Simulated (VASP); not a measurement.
A run of VASP 6.6.1 is set up as follows.

File INCAR:

```
ALGO = Normal
EDIFF = 1E-6
ENCUT = 500
GGA = PE
GGA_COMPAT = F
ISIF = 2
ISMEAR = -1
LASPH = T
LCHARG = F
LREAL = F
LWAVE = F
NBANDS = 12
NELM = 120
PREC = Accurate
SIGMA = 0.05
```

File KPOINTS:

```
k-points
0
Gamma
  11 11 11
```

POSCAR

```
Au
1.0
   -1.6682446112      1.6682446112      1.6682446112
    1.6682446112     -1.6682446112      1.6682446112
    1.6682446112      1.6682446112     -1.6682446112
Au
1
Direct
    0.0000000000      0.0000000000      0.0000000000
```

Potentials or basis: VASP PAW PBE potentials, release 64 (Au).

Launch:

```sh
$ cat potpaw_PBE.64/Au/POTCAR > POTCAR
$ mpirun -np 1 vasp_std > vasp.out
```

(1) What does it give for the pressure?

Answers

(1) -3.5 GPa.
